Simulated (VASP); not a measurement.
## Cr: single point with PBE

The system is Cr.

```
CELL_PARAMETERS angstrom
2.84822 0.00000 0.00000
0.00000 2.84822 0.00000
0.00000 0.00000 2.84822
ATOMIC_POSITIONS crystal
Cr 0.00000 0.00000 0.00000
Cr 0.50000 0.50000 0.50000
```

- Program: VASP 6.6.1
- Task: single point
- Functional: PBE
- Potentials or basis: VASP PAW PBE potentials, release 64 (Cr_pv)
- Cutoff: 520 eV
- k mesh: 12 × 12 × 12
- Occupations: gaussian, width 0.05 eV
- Spin: collinear spin, antiferromagnetic start
- Starting moments: [2.0, -2.0] μB
- Dipole correction: no
- Further INCAR settings: ALGO = Fast; EDIFF = 1e-06; NBANDS = 23

```
Pressure                                              : 3.5 GPa
Band gap on the k mesh                                : zero (filled and empty bands overlap)
Net moment                                            : 0.00 μB per cell
Site moments                                          : Cr +0.99, -0.99 μB
Valence electrons inside the program's atomic spheres : Cr 11.06
```

Levels at points of the mesh, in eV from the Fermi level:
Spin up:
| k point | band 9 | band 10 | band 11 | band 12 | band 13 | band 14 | band 15 | band 16 |
| --- | --- | --- | --- | --- | --- | --- | --- | --- |
| (0.00, 0.00, 0.00) | -4.28 | -0.91 | -0.91 | -0.91 | 1.24 | 1.24 | 2.61 | 2.61 |
| (0.50, 0.00, 0.00) | -2.08 | -1.41 | -0.79 | -0.79 | 0.12 | 0.12 | 0.25 | 1.28 |
| (0.50, 0.50, 0.00) | -2.43 | -2.43 | 1.13 | 1.13 | 1.13 | 1.16 | 1.34 | 1.96 |
| (0.50, 0.50, 0.50) | -2.59 | -1.97 | -1.97 | -1.97 | 1.22 | 1.22 | 2.03 | 2.03 |
Spin down:
| k point | band 8 | band 9 | band 10 | band 11 | band 12 | band 13 | band 14 | band 15 | band 16 | band 17 |
| --- | --- | --- | --- | --- | --- | --- | --- | --- | --- | --- |
| (0.00, 0.00, 0.00) | -4.28 | -4.28 | -0.91 | -0.91 | -0.91 | 1.24 | 1.24 | 2.61 | 2.61 | 2.61 |
| (0.50, 0.00, 0.00) | -3.82 | -2.08 | -1.41 | -0.79 | -0.79 | 0.12 | 0.12 | 0.25 | 1.28 | 2.28 |
| (0.50, 0.50, 0.00) | -4.34 | -2.43 | -2.43 | 1.13 | 1.13 | 1.13 | 1.16 | 1.34 | 1.96 | 2.97 |
| (0.50, 0.50, 0.50) | -2.59 | -2.59 | -1.97 | -1.97 | -1.97 | 1.22 | 1.22 | 2.03 | 2.03 | 6.55 |

It took 34 s on 1 thread of Intel(R) Xeon(R) 6975P-C (Granite Rapids) (shared host), peak memory 0.18 GiB.

Caveat: the cell stands under pressure.
